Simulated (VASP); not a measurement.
The system is InBiSe2.

```xyz
4
Lattice="5.9047 0.0000 0.0000 0.0000 5.9047 0.0000 0.0000 0.0000 2.6563" Properties=species:S:1:pos:R:3 pbc="T T T"
In    0.0000    0.0000    0.0000
Bi    2.9524    2.9524    1.3281
Se    2.9524    0.0000    0.0000
Se    0.0000    2.9524    0.0000
```

| Item | Value |
| --- | --- |
| Program | VASP 6.6.1 |
| Task | relaxation of cell and atoms |
| Functional | PBE |
| Potentials or basis | VASP PAW PBE potentials, release 64 (In_d, Bi_d, Se) |
| Cutoff | 600 eV |
| k mesh | 4 × 4 × 6 |
| Occupations | gaussian, width 0.1 eV |
| Spin | no spin polarisation |

At the start: pressure 16.7 GPa; volume 23.15 Å³/atom.

Task: How do energy, volume and symmetry change on relaxing?

Result: Over 8 steps the energy falls by 452.5 meV/atom and the volume is 26.21 Å³/atom (+13.2 %); space group P4/mmm (No. 123, to 0.1 Å) before and after.

Step by step:
```
step  energy change (eV)  largest force (eV/Å)  pressure (GPa)  volume (Å³)
   1              0.0000                0.0000           16.72        92.61
   2             -1.2978                0.0000           -6.06       127.27
   3             -1.5825                0.0000           -2.40       113.35
   4             -1.5824                0.0000           -2.90       114.42
   5             -1.7902                0.0000           -1.55       108.67
   6             -1.8016                0.0000           -1.04       107.40
   7             -1.8021                0.0000           -0.92       107.12
   8             -1.8101                0.0000            0.14       104.83
```

Final structure:
```
CELL_PARAMETERS angstrom
5.75244 0.00000 0.00000
0.00000 5.75244 0.00000
0.00000 0.00000 3.16787
ATOMIC_POSITIONS crystal
In 0.00000 0.00000 0.00000
Bi 0.50000 0.50000 0.50000
Se 0.50000 0.00000 0.00000
Se 0.00000 0.50000 0.00000
```

Caveat: the k points lie up to 0.33 Å⁻¹ apart in the final cell, too coarse for converged energies and pressures of a metal; a cell axis changed by over 15 % at a fixed basis, so the end point is rough.
